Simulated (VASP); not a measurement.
# LiSn2 (P6/mmm) in VASP: a series of runs

LiSn2 is run at these levels: PBE; tasks: single point.

Program: VASP 6.6.1. These are calculated values, not measurements. Logs are shortened: lines on timing, memory, paths and dates and some standing lists are left out, and cuts for length are marked.

### Step 1. The cell of the first run

Symmetry: P6/mmm, No. 191, hexagonal system. Conventional cell: a = 5.234 Å, b = 5.234 Å, c = 3.143 Å, α = 90.00°, β = 90.00°, γ = 120.00°. Li (site symmetry 6/mmm) has 2 Li at 3.14 Å and 12 Sn at 3.41 Å within 4.1 Å. Within 4.0 Å of Sn (site symmetry -6m2) lie 5 Sn at 3.02 to 3.14 Å and 6 Li at 3.41 Å.

The cell was built from a structure type or drawn by symmetry, and may not be a known phase.

### Step 2. Single point, PBE

INCAR

```
PREC = Accurate ; ENCUT = 520
EDIFF = 1E-7 ; ISMEAR = 0
SIGMA = 0.1 ; LREAL = False
LASPH = True ; NELM = 60
ALGO = Normal ; ISIF = 2
LWAVE = False ; LCHARG = False
GGA = PE ; NBANDS = 22
```

KPOINTS

```
Automatic mesh
0
Gamma
  6 6 6
```

POSCAR

```
LiSn2
1.0
    5.2343086000      0.0000000000      0.0000000000
   -2.6171543000      4.5330442000      0.0000000000
    0.0000000000      0.0000000000      3.1432010000
Li Sn
1 2
Direct
    0.0000000000      0.0000000000      0.0000000000
    0.3333333000      0.6666667000      0.5000000000
    0.6666667000      0.3333333000      0.5000000000
```

Potentials or basis: VASP PAW PBE potentials, release 64 (Li_sv, Sn_d).

Command:

```bash
> cat potpaw_PBE.64/Li_sv/POTCAR potpaw_PBE.64/Sn_d/POTCAR > POTCAR
> mpirun -np 1 vasp_std > vasp.out
```

OUTCAR:

```text
PREC = Accurate
   ENCUT = 520
   EDIFF = 1E-7
   ISMEAR = 0
   LREAL = False
   LASPH = True
   NELM = 60
   ISIF = 2
   GGA = PE

 ion  position               nearest neighbor table
   1  0.000  0.000  0.000-
   2  0.333  0.667  0.500-   3 3.02   3 3.02   3 3.02
   3  0.667  0.333  0.500-   2 3.02   2 3.02   2 3.02

  LATTYP: Found a hexagonal cell.
 ALAT       =     5.2343086000
 C/A-ratio  =     0.6004997489

  Lattice vectors:

 A1 = (   5.2343086000,   0.0000000000,   0.0000000000)
 A2 = (  -2.6171543000,   4.5330442000,   0.0000000000)
 A3 = (   0.0000000000,   0.0000000000,   3.1432010000)

Analysis of symmetry for initial positions (statically):
=====================================================================
 Subroutine PRICEL returns:
 Original cell was already a primitive cell.

 Routine SETGRP: Setting up the symmetry group for a
 hexagonal supercell.

 Subroutine GETGRP returns: Found 24 space group operations
 (whereof 24 operations were pure point group operations)
 out of a pool of 24 trial point group operations.

The static configuration has the point symmetry D_6h.

Analysis of symmetry for dynamics (positions and initial velocities):
=====================================================================
 Subroutine PRICEL returns:
 Original cell was already a primitive cell.

 Routine SETGRP: Setting up the symmetry group for a
 hexagonal supercell.

 Subroutine GETGRP returns: Found 24 space group operations
 (whereof 24 operations were pure point group operations)
 out of a pool of 24 trial point group operations.

The dynamic configuration has the point symmetry D_6h.

 Subroutine INISYM returns: Found 24 space group operations
 (whereof 24 operations are pure point group operations),
 and found     1 'primitive' translations

----------------------------------------------------------------------------------------

                                     Primitive cell

  volume of cell :      74.5798

  direct lattice vectors                    reciprocal lattice vectors
     5.234308600  0.000000000  0.000000000     0.191047200  0.110301153  0.000000000
    -2.617154300  4.533044200  0.000000000     0.000000000  0.220602305  0.000000000
     0.000000000  0.000000000  3.143201000     0.000000000  0.000000000  0.318147010

  length of vectors
     5.234308600  5.234308584  3.143201000     0.220602304  0.220602305  0.318147010

  position of ions in fractional coordinates (direct lattice)
     0.000000000  0.000000000  0.000000000
     0.333333300  0.666666700  0.500000000
     0.666666700  0.333333300  0.500000000

  ion indices of the primitive-cell ions
   primitive index   ion index
                 1           1
                 2           2
                 3           3

----------------------------------------------------------------------------------------

 KPOINTS: Automatic mesh

Automatic generation of k-mesh.
 Grid dimensions read from file:
 generate k-points for:    6    6    6

 Generating k-lattice:

  Cartesian coordinates                     Fractional coordinates (reciprocal lattice)
     0.031841200  0.018383525  0.000000000     0.166666667  0.000000000  0.000000000
     0.000000000  0.036767051  0.000000000     0.000000000  0.166666667  0.000000000
     0.000000000  0.000000000  0.053024502     0.000000000  0.000000000  0.166666667

  Length of vectors
     0.036767051  0.036767051  0.053024502

  Shift w.r.t. Gamma in fractional coordinates (k-lattice)
     0.000000000  0.000000000  0.000000000

 Subroutine IBZKPT returns following result:
 ===========================================

 Found     28 irreducible k-points:

 Following reciprocal coordinates:
            Coordinates               Weight
  0.000000  0.000000  0.000000      1.000000
  0.166667  0.000000  0.000000      6.000000
  0.333333 -0.000000  0.000000      6.000000
  0.500000 -0.000000  0.000000      3.000000
  0.166667  0.166667  0.000000      6.000000
  0.333333  0.166667  0.000000     12.000000
[... 16 lines left out ...]
  0.166667  0.000000  0.500000      6.000000
  0.333333 -0.000000  0.500000      6.000000
 [... further k-points ...]
   k-points           NKPTS =     28   k-points in BZ     NKDIM =     28   number of bands    NBANDS=     22
   number of dos      NEDOS =    301   number of ions     NIONS =      3
   total plane-waves  NPLWV =  38400
   dimension x,y,z NGX =    40 NGY =   40 NGZ =   24
   dimension x,y,z NGXF=    80 NGYF=   80 NGZF=   48
   ions per type =               1   2
   NGX,Y,Z   is equivalent  to a cutoff of  12.70, 12.70, 12.69 a.u.
   NGXF,Y,Z  is equivalent  to a cutoff of  25.41, 25.41, 25.39 a.u.
 SYSTEM =  unknown system
   PREC   = accura    normal or accurate (medium, high low for compatibility)
   ISTART =      0    job   : 0-new  1-cont  2-samecut
   ICHARG =      2    charge: 1-file 2-atom 10-const
   ISPIN  =      1    spin polarized calculation?
   LNONCOLLINEAR =      F non collinear calculations
   LSORBIT =      F    spin-orbit coupling
   LASPH  =      T    aspherical Exc in radial PAW
   ENCUT  =  520.0 eV  38.22 Ry    6.18 a.u.   9.73  9.73  5.84*2*pi/ulx,y,z
   NELM   =     60;   NELMIN=  2; NELMDL= -5     # of ELM steps
   EDIFF  = 0.1E-06   stopping-criterion for ELM
   LREAL  =      F    real-space projection
   EDIFFG = 0.1E-05   stopping-criterion for IOM
   NSW    =      0    number of steps for IOM
   IBRION =     -1    ionic relax: 0-MD 1-quasi-New 2-CG
   NFREE  =      0    steps in history (QN), initial steepest desc. (CG)
   ISIF   =      2    stress and relaxation
   ISYM   =      2    0-nonsym 1-usesym 2-fastsym
   POTIM  = 0.5000    time-step for ionic-motion
   TEBEG  =    0.0;   TEEND  =   0.0 temperature during run
   PSTRESS=    0.0 pullay stress
   NELECT =      31.0000    total number of electrons
   NUPDOWN=      -1.0000    fix difference up-down
   EMIN   =  10.00;   EMAX   =-10.00  energy-range for DOS
   EFERMI =   0.00;   METHOD = LEGACY
   ISMEAR =     0;   SIGMA  =   0.10  broadening in eV -4-tet -1-fermi 0-gaus
   EFERMI_NEDOS =   21; number of points for ismear=-14 and -15
   IALGO  =     38    algorithm
   IMIX   =      4    mixing-type and parameters
     AMIX     =   0.40;   BMIX     =  1.00
     AMIX_MAG =   1.60;   BMIX_MAG =  1.00
  volume/ion in A,a.u.               =      24.86       167.76
  Fermi-wavevector in a.u.,A,eV,Ry     =   1.221767  2.308804 20.309602  1.492714
  Thomas-Fermi vector in A             =   2.356937
   LORBIT       =      0    0 simple, 1 ext, 2 COOP (PROOUT), +10 PAW based schemes
   GGA     = PE    functional components
   LHFCALC =     F    Hartree Fock is set to
   AEXX    =    0.0000 exact exchange contribution
   IVDW    =     0    specifies the selected vdW correction
   LEPSILON=     F    determine dielectric tensor
   LRPA    =     F    only Hartree local field effects (RPA)
 non-spin polarized calculation
 Gauss-broadening in eV      SIGMA  =   0.10
  energy-cutoff  :      520.00
  volume of cell :       74.58
 maximum number of plane-waves:      2028
 NGX is ok and might be reduce to    40
   NGX = 19   NGY = 19   NGZ = 11

 number of electron      30.9999983 magnetization

 Free energy of the ion-electron system (eV)
  ---------------------------------------------------
  ext. energy  EPLUGINS =         0.00000000
  ---------------------------------------------------
  free energy    TOTEN  =       -10.13278774 eV

  energy without entropy =      -10.12489501  energy(sigma->0) =      -10.12884137

 E-fermi :   6.1741     XC(G=0):  -9.4044

 val. band max:        6.1522414981   @ k =   0.1667   0.0000   0.0000
 cond. band min:       6.1774587394   @ k =   0.1667   0.1667   0.3333
 fundamental gap:      0.0252172413
 Fermi energy:         6.1741146525

 k-point     1 :       0.0000    0.0000    0.0000
  band No.  band energies     occupation
      1     -41.3073      2.00000
      2     -15.4146      2.00000
      3     -15.2920      2.00000
      4     -15.2920      2.00000
      5     -15.2683      2.00000
      6     -15.1896      2.00000
[... 14 lines left out ...]
     21      15.6320      0.00000
     22      16.5235      0.00000

 k-point     2 :       0.1667    0.0000    0.0000
  band No.  band energies     occupation
      1     -41.3073      2.00000
      2     -15.4116      2.00000
      3     -15.3252      2.00000
      4     -15.3142      2.00000
      5     -15.2525      2.00000
      6     -15.1912      2.00000
[... 14 lines left out ...]
     21      15.0128      0.00000
     22      15.1199      0.00000

 k-point     3 :       0.3333   -0.0000    0.0000
  band No.  band energies     occupation
      1     -41.3073      2.00000
      2     -15.4034      2.00000
      3     -15.3637      2.00000
      4     -15.3453      2.00000
      5     -15.2478      2.00000
      6     -15.1943      2.00000
[... 14 lines left out ...]
     21      13.1149      0.00000
     22      14.0453      0.00000

 k-point     4 :       0.5000   -0.0000    0.0000
  band No.  band energies     occupation
      1     -41.3073      2.00000
      2     -15.3908      2.00000
      3     -15.3873      2.00000
      4     -15.3577      2.00000
      5     -15.2479      2.00000
      6     -15.1958      2.00000
[... 14 lines left out ...]
     21      12.7265      0.00000
     22      13.2713      0.00000

 k-point     5 :       0.1667    0.1667    0.0000
  band No.  band energies     occupation
      1     -41.3073      2.00000
      2     -15.4062      2.00000
      3     -15.3499      2.00000
      4     -15.3456      2.00000
      5     -15.2400      2.00000
      6     -15.1941      2.00000
[... 417 lines left out ...]
 k-point    22 :       0.0000    0.0000    0.5000
  band No.  band energies     occupation
      1     -41.3031      2.00000
      2     -15.2937      2.00000
      3     -15.2937      2.00000
      4     -15.2810      2.00000
      5     -15.2810      2.00000
      6     -15.1934      2.00000
[... 14 lines left out ...]
     21      10.2690      0.00000
     22      10.2690      0.00000

 k-point    23 :       0.1667    0.0000    0.5000
  band No.  band energies     occupation
      1     -41.3031      2.00000
      2     -15.3023      2.00000
      3     -15.2962      2.00000
      4     -15.2954      2.00000
      5     -15.2891      2.00000
      6     -15.1985      2.00000
[... 14 lines left out ...]
     21       9.6756      0.00000
     22      10.9669      0.00000

 k-point    24 :       0.3333   -0.0000    0.5000
  band No.  band energies     occupation
      1     -41.3031      2.00000
      2     -15.3324      2.00000
      3     -15.3214      2.00000
      4     -15.3009      2.00000
      5     -15.2780      2.00000
      6     -15.2107      2.00000
[... 14 lines left out ...]
     21      11.2452      0.00000
     22      12.9495      0.00000

 [... further k-points ...]

------------------------ aborting loop because EDIFF is reached ----------------------------------------

  FORCE on cell =-STRESS in cart. coord.  units (eV):
  Direction    XX          YY          ZZ          XY          YZ          ZX
  --------------------------------------------------------------------------------------
  -------------------------------------------------------------------------------------
  Total       -0.2309523     -0.2309523      0.1239657      0.0000000      0.0000000     -0.0000000
  in kB       -4.9614823     -4.9614822      2.6631195      0.0000000      0.0000000     -0.0000000
  external PRESSURE =      -2.4199483 kB  Pullay stress =       0.0000000 kB

 VOLUME and BASIS-vectors are now :
 -----------------------------------------------------------------------------
  energy-cutoff  :      520.00
  volume of cell :       74.58
      direct lattice vectors                 reciprocal lattice vectors
     5.234308600  0.000000000  0.000000000     0.191047200  0.110301153  0.000000000
    -2.617154300  4.533044200  0.000000000     0.000000000  0.220602305  0.000000000
     0.000000000  0.000000000  3.143201000     0.000000000  0.000000000  0.318147010

 POSITION                                       TOTAL-FORCE (eV/Angst)
 -----------------------------------------------------------------------------------
      0.00000      0.00000      0.00000        -0.000000      0.000000      0.000000
     -0.00000      3.02203      1.57160         0.000000     -0.000000      0.000000
      2.61715      1.51101      1.57160        -0.000000      0.000000      0.000000
 -----------------------------------------------------------------------------------
    total drift:                               -0.000000      0.000000      0.000000

  FREE ENERGIE OF THE ION-ELECTRON SYSTEM (eV)
  ---------------------------------------------------
  free  energy   TOTEN  =       -10.1327877360 eV

  energy  without entropy=      -10.1248950056  energy(sigma->0) =      -10.12884137
```

Run time: 53 s. Hardware: 1 thread of Intel Xeon Platinum 8488C (Sapphire Rapids), shared host; peak memory 0.2 GiB.

Results:

```
Free energy            : -10.1328 eV
Band gap on the k mesh : zero (an odd number of electrons rules out a gap without spin polarisation)
```

Caveat: the cutoff is under 1.25 times the usual one of these potentials, so pressure, stress and relaxed cells hold a basis-set (Pulay) error; spin-orbit coupling is left out, which moves the levels of the heavy elements.

### Step 3. Single point, PBE

INCAR

```
SYSTEM = LiSn2
ALGO     = Fast           ! electronic algorithm
EDIFF    = 1E-6           ! SCF threshold, eV
ENCUT    = 520            ! plane-wave cutoff, eV
GGA      = PE             ! functional
ISIF     = 2              ! what is computed and relaxed
ISMEAR   = 0              ! smearing method
LASPH    = .True.         ! aspherical terms in the spheres
LCHARG   = .False.        ! write CHGCAR
LREAL    = .False.        ! projectors in reciprocal space
LWAVE    = .False.        ! write WAVECAR
NBANDS   = 22             ! bands
NELM     = 80             ! most SCF steps
PREC     = Accurate       ! precision mode
SIGMA    = 0.1            ! smearing width, eV
```

KPOINTS

```
k-points
0
Gamma
  12 12 14
  0 0 0
```

POSCAR

```
LiSn2
1.0
    5.2343085891      0.0000000000      0.0000000000
   -2.6171542946      4.5330442094      0.0000000000
    0.0000000000      0.0000000000      3.1432010000
Li Sn
1 2
Direct
    0.0000000000      0.0000000000      0.0000000000
    0.3333333333      0.6666666667      0.5000000000
    0.6666666667      0.3333333333      0.5000000000
```

Potentials or basis: VASP PAW PBE potentials, release 64 (Li_sv, Sn_d).

Command:

```bash
> cat potpaw_PBE.64/Li_sv/POTCAR potpaw_PBE.64/Sn_d/POTCAR > POTCAR
> mpirun -np 1 vasp_std > vasp.out
```

Wall time 9 min (1 thread of Intel Xeon Platinum 8488C (Sapphire Rapids), shared host); peak memory 0.34 GiB.

It converged, with:

```yaml
Free_energy: -10.0867 eV
Band_gap_on_the_k_mesh: zero (an odd number of electrons rules out a gap without spin polarisation)
```

Levels at points of the mesh, in eV from the Fermi level:
```csv
k point,band 13,band 14,band 15,band 16,band 17,band 18,band 19,band 20
"(0.00, 0.00, 0.00)",-4.98,-2.43,-2.43,-0.36,-0.36,2.07,4.72,8.39
"(0.50, 0.00, 0.00)",-7.94,-3.62,-2.30,3.17,3.79,4.46,5.09,6.03
"(0.00, 0.00, 0.50)",-4.42,-1.71,-0.17,-0.17,-0.15,2.83,2.83,2.98
"(0.50, 0.00, 0.50)",-5.18,-3.44,-2.19,-1.15,-0.01,2.80,3.11,5.68
```

Caveat: the cutoff is under 1.25 times the usual one of these potentials, so pressure, stress and relaxed cells hold a basis-set (Pulay) error; spin-orbit coupling is left out, which moves the levels of the heavy elements.
